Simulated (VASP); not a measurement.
# HfO2 (P1) in VASP: single point with PBE

Aim: the single point of HfO2 with PBE.

Program: VASP 6.6.1. These are calculated values, not measurements. Logs are shortened: lines on timing, memory, paths and dates and some standing lists are left out, and cuts for length are marked.

**1. The cell of the first run**

The typed cell holds 6 atoms: a = 3.441 Å, b = 3.527 Å, c = 5.419 Å, α = 91.05°, β = 89.50°, γ = 91.82°.

**2. Single point, PBE (atoms moved at random and the cell strained at random)**

INCAR

```
PREC = Accurate
ENCUT = 520
EDIFF = 1E-6
ISMEAR = 0
SIGMA = 0.05
LREAL = False
LASPH = True
NELM = 100
ALGO = Normal
ISIF = 2
LWAVE = False
LCHARG = False
GGA = PE
NBANDS = 31
```

KPOINTS

```
Automatic mesh
0
Gamma
  6 6 6
```

POSCAR

```
HfO2
1.0
    3.4406371897     -0.0551194784      0.0152649940
   -0.0551194784      3.5267576000     -0.0330985657
    0.0221888705     -0.0481113711      5.4185904107
Hf O
2 4
Direct
    0.5333626961      0.4742098827      0.5193115895
   -0.0423360892      0.0480351434     -0.0841038968
   -0.0066088437      0.5164573316      0.6880943759
    0.4829482167     -0.0935982855      0.8768251857
    0.5392481828      0.0105454487      0.3371668069
   -0.0066141627      0.5443504792      0.1627059387
```

Potentials or basis: VASP PAW PBE potentials, release 64 (Hf_pv, O).

Started as:

```sh
$ cat potpaw_PBE.64/Hf_pv/POTCAR potpaw_PBE.64/O/POTCAR > POTCAR
$ mpirun -np 1 vasp_std > vasp.out
```

OUTCAR:

```text
PREC = Accurate
   ENCUT = 520
   EDIFF = 1E-6
   ISMEAR = 0
   LREAL = False
   LASPH = True
   NELM = 100
   ISIF = 2
   GGA = PE

 ion  position               nearest neighbor table
   1  0.533  0.474  0.519-   3 1.84   5 1.90   3 2.07   5 2.15   4 2.45   6 2.50   6 2.71   4 2.81
                             2 3.05   2 3.25   2 3.26   2 3.56   2 3.87
   2  0.958  0.048  0.916-   4 1.71   4 1.90   3 2.08   6 2.18   3 2.23   6 2.25   5 2.69   1 3.05
                             1 3.25   1 3.26   1 3.56   1 3.87
   3  0.993  0.516  0.688-   1 1.84   1 2.07   2 2.08   2 2.23
   4  0.483  0.906  0.877-   2 1.71   2 1.90   1 2.45   1 2.81
   5  0.539  0.011  0.337-   1 1.90   1 2.15   2 2.69
   6  0.993  0.544  0.163-   2 2.18   2 2.25   1 2.50   1 2.71

  LATTYP: Found a triclinic cell.
 ALAT       =     3.5273435956
 B/A-ratio  =     1.3747332633
 C/A-ratio  =     1.5362408787
 COS(alpha) =     0.0071750336
 COS(beta)  =     0.0183240095
 COS(gamma) =     0.7049319632

  Lattice vectors:

 A1 = (  -0.0551194784,   3.5267576000,  -0.0330985657)
 A2 = (   3.3855177113,   3.4716381216,  -0.0178335717)
 A3 = (  -0.0221888705,   0.0481113711,  -5.4185904107)

Analysis of symmetry for initial positions (statically):
=====================================================================
 Subroutine PRICEL returns:
 Original cell was already a primitive cell.

 Routine SETGRP: Setting up the symmetry group for a
 triclinic supercell.

 Subroutine GETGRP returns: Found  1 space group operations
 (whereof  1 operations were pure point group operations)
 out of a pool of  2 trial point group operations.

The static configuration has the point symmetry C_1 .

Analysis of symmetry for dynamics (positions and initial velocities):
=====================================================================
 Subroutine PRICEL returns:
 Original cell was already a primitive cell.

 Routine SETGRP: Setting up the symmetry group for a
 triclinic supercell.

 Subroutine GETGRP returns: Found  1 space group operations
 (whereof  1 operations were pure point group operations)
 out of a pool of  2 trial point group operations.

The dynamic configuration has the point symmetry C_1 .

 Subroutine INISYM returns: Found  1 space group operations
 (whereof  1 operations are pure point group operations),
 and found     1 'primitive' translations

----------------------------------------------------------------------------------------

                                     Primitive cell

  volume of cell :      65.7277

  direct lattice vectors                    reciprocal lattice vectors
     3.440637190 -0.055119478  0.015264994     0.290721559  0.004532874 -0.001150244
    -0.055119478  3.526757600 -0.033098566     0.004532874  0.283640869  0.002499870
     0.022188870 -0.048111371  5.418590411    -0.000791319  0.001719804  0.184568352

  length of vectors
     3.441112531  3.527343596  5.418849425     0.290759170  0.283688102  0.184578060

  position of ions in fractional coordinates (direct lattice)
     0.533362696  0.474209883  0.519311589
     0.957663911  0.048035143  0.915896103
     0.993391156  0.516457332  0.688094376
     0.482948217  0.906401714  0.876825186
     0.539248183  0.010545449  0.337166807
     0.993385837  0.544350479  0.162705939

  ion indices of the primitive-cell ions
   primitive index   ion index
                 1           1
                 2           2
                 3           3
                 4           4
                 5           5
                 6           6

----------------------------------------------------------------------------------------

 KPOINTS: Automatic mesh

Automatic generation of k-mesh.
 Grid dimensions read from file:
 generate k-points for:    6    6    6

 Generating k-lattice:

  Cartesian coordinates                     Fractional coordinates (reciprocal lattice)
     0.048453593  0.000755479 -0.000191707     0.166666667 -0.000000000  0.000000000
     0.000755479  0.047273478  0.000416645     0.000000000  0.166666667 -0.000000000
    -0.000131886  0.000286634  0.030761392     0.000000000 -0.000000000  0.166666667

  Length of vectors
     0.048459862  0.047281350  0.030763010

  Shift w.r.t. Gamma in fractional coordinates (k-lattice)
     0.000000000  0.000000000  0.000000000

 Subroutine IBZKPT returns following result:
 ===========================================

 Found    112 irreducible k-points:

 Following reciprocal coordinates:
            Coordinates               Weight
  0.000000  0.000000  0.000000      1.000000
  0.166667  0.000000  0.000000      2.000000
  0.333333  0.000000  0.000000      2.000000
  0.500000  0.000000  0.000000      1.000000
 -0.000000  0.166667  0.000000      2.000000
  0.166667  0.166667  0.000000      2.000000
[... 16 lines left out ...]
  0.333333  0.000000  0.166667      2.000000
  0.500000  0.000000  0.166667      2.000000
 [... further k-points ...]
   k-points           NKPTS =    112   k-points in BZ     NKDIM =    112   number of bands    NBANDS=     31
   number of dos      NEDOS =    301   number of ions     NIONS =      6
   total plane-waves  NPLWV =  31360
   dimension x,y,z NGX =    28 NGY =   28 NGZ =   40
   dimension x,y,z NGXF=    56 NGYF=   56 NGZF=   80
   ions per type =               2   4
   NGX,Y,Z   is equivalent  to a cutoff of  13.53, 13.20, 12.27 a.u.
   NGXF,Y,Z  is equivalent  to a cutoff of  27.05, 26.39, 24.54 a.u.
 SYSTEM =  unknown system
   PREC   = accura    normal or accurate (medium, high low for compatibility)
   ISTART =      0    job   : 0-new  1-cont  2-samecut
   ICHARG =      2    charge: 1-file 2-atom 10-const
   ISPIN  =      1    spin polarized calculation?
   LNONCOLLINEAR =      F non collinear calculations
   LSORBIT =      F    spin-orbit coupling
   LASPH  =      T    aspherical Exc in radial PAW
   ENCUT  =  520.0 eV  38.22 Ry    6.18 a.u.   6.40  6.56 10.08*2*pi/ulx,y,z
   NELM   =    100;   NELMIN=  2; NELMDL= -5     # of ELM steps
   EDIFF  = 0.1E-05   stopping-criterion for ELM
   LREAL  =      F    real-space projection
   EDIFFG = 0.1E-04   stopping-criterion for IOM
   NSW    =      0    number of steps for IOM
   IBRION =     -1    ionic relax: 0-MD 1-quasi-New 2-CG
   NFREE  =      0    steps in history (QN), initial steepest desc. (CG)
   ISIF   =      2    stress and relaxation
   ISYM   =      2    0-nonsym 1-usesym 2-fastsym
   POTIM  = 0.5000    time-step for ionic-motion
   TEBEG  =    0.0;   TEEND  =   0.0 temperature during run
   PSTRESS=    0.0 pullay stress
   NELECT =      44.0000    total number of electrons
   NUPDOWN=      -1.0000    fix difference up-down
   EMIN   =  10.00;   EMAX   =-10.00  energy-range for DOS
   EFERMI =   0.00;   METHOD = LEGACY
   ISMEAR =     0;   SIGMA  =   0.05  broadening in eV -4-tet -1-fermi 0-gaus
   EFERMI_NEDOS =   21; number of points for ismear=-14 and -15
   IALGO  =     38    algorithm
   IMIX   =      4    mixing-type and parameters
     AMIX     =   0.40;   BMIX     =  1.00
     AMIX_MAG =   1.60;   BMIX_MAG =  1.00
  volume/ion in A,a.u.               =      10.95        73.93
  Fermi-wavevector in a.u.,A,eV,Ry     =   1.432109  2.706295 27.904700  2.050938
  Thomas-Fermi vector in A             =   2.551773
   LORBIT       =      0    0 simple, 1 ext, 2 COOP (PROOUT), +10 PAW based schemes
   GGA     = PE    functional components
   LHFCALC =     F    Hartree Fock is set to
   AEXX    =    0.0000 exact exchange contribution
   IVDW    =     0    specifies the selected vdW correction
   LEPSILON=     F    determine dielectric tensor
   LRPA    =     F    only Hartree local field effects (RPA)
 non-spin polarized calculation
 Gauss-broadening in eV      SIGMA  =   0.05
  energy-cutoff  :      520.00
  volume of cell :       65.73
 maximum number of plane-waves:      1790
 NGX is ok and might be reduce to    28
   NGX = 13   NGY = 13   NGZ = 21

 number of electron      43.9999988 magnetization

 Free energy of the ion-electron system (eV)
  ---------------------------------------------------
  ext. energy  EPLUGINS =         0.00000000
  ---------------------------------------------------
  free energy    TOTEN  =       -55.19461509 eV

  energy without entropy =      -55.19461509  energy(sigma->0) =      -55.19461509

 E-fermi :   4.9798     XC(G=0): -11.7340

 val. band max:        4.6915395602   @ k =  -0.0000   0.0000   0.5000
 cond. band min:       6.9060985983   @ k =   0.0000   0.0000   0.0000
 fundamental gap:      2.2145590381
 Fermi energy:         4.9797520787

 k-point     1 :       0.0000    0.0000    0.0000
  band No.  band energies     occupation
      1     -26.2460      2.00000
      2     -25.9797      2.00000
      3     -25.7019      2.00000
      4     -25.5932      2.00000
      5     -25.3337      2.00000
      6     -25.2050      2.00000
[... 23 lines left out ...]
     30      13.3371      0.00000
     31      13.3959      0.00000

 k-point     2 :       0.1667    0.0000    0.0000
  band No.  band energies     occupation
      1     -26.3563      2.00000
      2     -26.1610      2.00000
      3     -25.7248      2.00000
      4     -25.5820      2.00000
      5     -25.3353      2.00000
      6     -25.2001      2.00000
[... 23 lines left out ...]
     30      12.8621      0.00000
     31      13.1954      0.00000

 k-point     3 :       0.3333    0.0000    0.0000
  band No.  band energies     occupation
      1     -26.6751      2.00000
      2     -26.4094      2.00000
      3     -25.7271      2.00000
      4     -25.5542      2.00000
      5     -25.3486      2.00000
      6     -25.1931      2.00000
[... 23 lines left out ...]
     30      12.0294      0.00000
     31      13.2568      0.00000

 k-point     4 :       0.5000    0.0000    0.0000
  band No.  band energies     occupation
      1     -26.8420      2.00000
      2     -26.5166      2.00000
      3     -25.7126      2.00000
      4     -25.5373      2.00000
      5     -25.3608      2.00000
      6     -25.1903      2.00000
[... 635 lines left out ...]
     30      12.8035      0.00000
     31      13.1550      0.00000

 k-point    23 :       0.3333    0.0000    0.1667
  band No.  band energies     occupation
      1     -26.6764      2.00000
      2     -26.4105      2.00000
      3     -25.7275      2.00000
      4     -25.5538      2.00000
      5     -25.3454      2.00000
      6     -25.1935      2.00000
[... 23 lines left out ...]
     30      12.1998      0.00000
     31      13.2448      0.00000

 k-point    24 :       0.5000    0.0000    0.1667
  band No.  band energies     occupation
      1     -26.8448      2.00000
      2     -26.5182      2.00000
      3     -25.7099      2.00000
      4     -25.5371      2.00000
      5     -25.3576      2.00000
      6     -25.1907      2.00000
[... 23 lines left out ...]
     30      12.5066      0.00000
     31      13.2897      0.00000

 [... further k-points ...]
[... 5 lines left out ...]
  --------------------------------------------------------------------------------------
  -------------------------------------------------------------------------------------
  Total       40.6846341      5.0154021      3.8613983      3.7232496      2.5234102      6.5111706
  in kB      991.7278105    122.2553389     94.1253673     90.7578554     61.5105966    158.7161611
  external PRESSURE =     402.7028389 kB  Pullay stress =       0.0000000 kB

 VOLUME and BASIS-vectors are now :
 -----------------------------------------------------------------------------
  energy-cutoff  :      520.00
  volume of cell :       65.73
      direct lattice vectors                 reciprocal lattice vectors
     3.440637190 -0.055119478  0.015264994     0.290721559  0.004532874 -0.001150244
    -0.055119478  3.526757600 -0.033098566     0.004532874  0.283640869  0.002499870
     0.022188870 -0.048111371  5.418590411    -0.000791319  0.001719804  0.184568352

 POSITION                                       TOTAL-FORCE (eV/Angst)
 -----------------------------------------------------------------------------------
      1.82049      1.61804      2.80638        -3.788044      2.885767     -8.285803
      3.31265      0.07256      4.97589         6.634777      3.191959      9.606726
      3.40470      1.73356      3.72657         3.302775     -0.980865      0.932660
      1.63114      3.12785      4.72853        -5.688509     -2.415210     -4.209200
      1.86226     -0.00875      1.83485        -0.294276     -1.328348      2.483067
      3.39149      1.85721      0.87878        -0.166724     -1.353302     -0.527449
 -----------------------------------------------------------------------------------
    total drift:                               -0.000261      0.000028     -0.000302

  FREE ENERGIE OF THE ION-ELECTRON SYSTEM (eV)
  ---------------------------------------------------
  free  energy   TOTEN  =       -55.1946150922 eV

  energy  without entropy=      -55.1946150922  energy(sigma->0) =      -55.19461509
```

It took 5.1 min on 1 thread of AMD EPYC 7R13, shared host; peak memory 0.28 GiB.

Results:

```yaml
Free_energy: -55.1946 eV
Pressure: 40.3 GPa
Largest_force: 12.104 eV/Å
Band_gap_on_the_k_mesh: 2.21 eV, indirect (least direct gap 2.30 eV)
```

Forces on the atoms (eV/Å):
```
Hf  -3.788  2.886 -8.286
Hf   6.635  3.192  9.607
O    3.303 -0.981  0.933
O   -5.689 -2.415 -4.209
O   -0.294 -1.328  2.483
O   -0.167 -1.353 -0.527
```

Levels at points of the mesh, in eV from the valence-band top:
| k point | band 20 | band 21 | band 22 | band 23 | band 24 | band 25 |
| --- | --- | --- | --- | --- | --- | --- |
| (0.00, 0.00, 0.00) | -1.15 | -1.00 | -0.08 | 2.21 | 3.40 | 3.81 |
| (0.50, 0.00, 0.00) | -1.71 | -0.93 | -0.85 | 2.75 | 2.87 | 4.76 |
| (0.00, 0.50, 0.00) | -1.22 | -0.84 | -0.55 | 2.40 | 3.29 | 4.40 |
| (0.50, 0.50, 0.00) | -1.76 | -0.77 | -0.53 | 3.44 | 3.80 | 4.63 |
| (0.00, 0.00, 0.50) | -2.00 | -0.93 | 0.00 | 3.23 | 3.55 | 4.42 |
| (0.50, 0.00, 0.50) | -1.52 | -0.94 | -0.71 | 2.27 | 2.84 | 4.33 |
| (0.00, 0.50, 0.50) | -1.46 | -1.00 | -0.46 | 3.14 | 3.94 | 4.34 |
| (0.50, 0.50, 0.50) | -2.01 | -0.62 | -0.38 | 3.13 | 3.50 | 4.75 |

Caveat: the cell differs from its parent crystal (atoms moved at random and the cell strained at random); spin-orbit coupling is left out, which moves the levels of the heavy elements; forces of over 1 eV/Å act on the atoms, so gaps and moduli don't describe the material at rest. A k mesh can miss the band edges.
